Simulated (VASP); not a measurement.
H4WC16: single point with PBE+D3(BJ)

The system is H4WC16, a slab with vacuum.

```
CELL_PARAMETERS angstrom
5.04874 0.00000 0.00000
2.52437 4.37234 0.00000
0.00000 0.00000 16.67643
ATOMIC_POSITIONS crystal
H 0.16667 0.16666 0.05996
H 0.66668 0.16666 0.05996
H 0.16667 0.66667 0.05996
H 0.66666 0.66667 0.05996
C 0.16667 0.16666 0.12593
C 0.66668 0.16666 0.12593
C 0.16667 0.66667 0.12593
C 0.66666 0.66667 0.12593
C 0.83334 0.33332 0.15683
C 0.33334 0.33332 0.15683
C 0.83334 0.83333 0.15683
C 0.33334 0.83333 0.15683
C 0.83647 0.33657 0.24938
C 0.32699 0.33657 0.24938
C 0.83655 0.82690 0.24943
C 0.33334 0.83333 0.25775
C 0.99690 0.00153 0.28018
C 0.50159 0.00151 0.28018
C 0.00005 0.49994 0.27480
C 0.50153 0.49697 0.28017
W 0.66655 0.16680 0.36808
```

```yaml
Program: VASP 6.6.1
Task: single point
Functional: PBE
Dispersion: D3(BJ)
Potentials_or_basis: VASP PAW PBE potentials, release 64 (H, C, W_sv)
Cutoff: 520 eV
k_mesh: 2 × 2 × 1
Occupations: fermi-dirac, width 0.05 eV
Spin: no spin polarisation
```

```
Largest force              : 1.681 eV/Å
Band gap on the k mesh     : zero (filled and empty bands touch)
Dispersion energy per atom : -0.131 eV
```

Forces in eV/Å, atoms in the order of the input:
```
H    0.000 -0.018 -0.168
H    0.000  0.000 -0.155
H    0.016  0.009 -0.168
H   -0.016  0.009 -0.168
C    0.000 -0.126  1.530
C   -0.001 -0.001  1.101
C    0.108  0.063  1.530
C   -0.106  0.063  1.529
C   -0.215 -0.121 -1.662
C    0.216 -0.122 -1.663
C    0.000  0.245 -1.652
C   -0.002  0.001 -0.180
C    0.005 -0.012  0.012
C   -0.005 -0.012  0.012
C    0.001  0.005 -0.012
C   -0.002  0.008 -0.001
C    0.015 -0.003 -0.005
C   -0.016 -0.003 -0.006
C   -0.002  0.003  0.027
C    0.002  0.015 -0.011
W    0.002 -0.003  0.112
```

Levels at points of the mesh, in eV from the Fermi level:
```csv
k point,band 39,band 40,band 41,band 42,band 43,band 44
"(0.00, 0.00, 0.00)",-1.60,-1.40,0.03,0.03,0.08,0.97
"(0.50, 0.00, 0.00)",-2.37,-0.81,-0.20,0.15,0.28,1.47
"(0.50, 0.50, 0.00)",-2.37,-0.81,-0.20,0.15,0.28,1.47
"(0.00, 0.50, 0.00)",-2.37,-0.81,-0.20,0.15,0.28,1.47
```

Run time: 3.7 min on 1 thread of Intel(R) Xeon(R) Platinum 8488C (Sapphire Rapids), with other jobs on the host, peak memory 0.46 GiB.

Caveat: the k points lie up to 0.72 Å⁻¹ apart; there is no dipole correction, which matters where the two faces differ; spin-orbit coupling is left out, which moves the levels of the heavy elements.
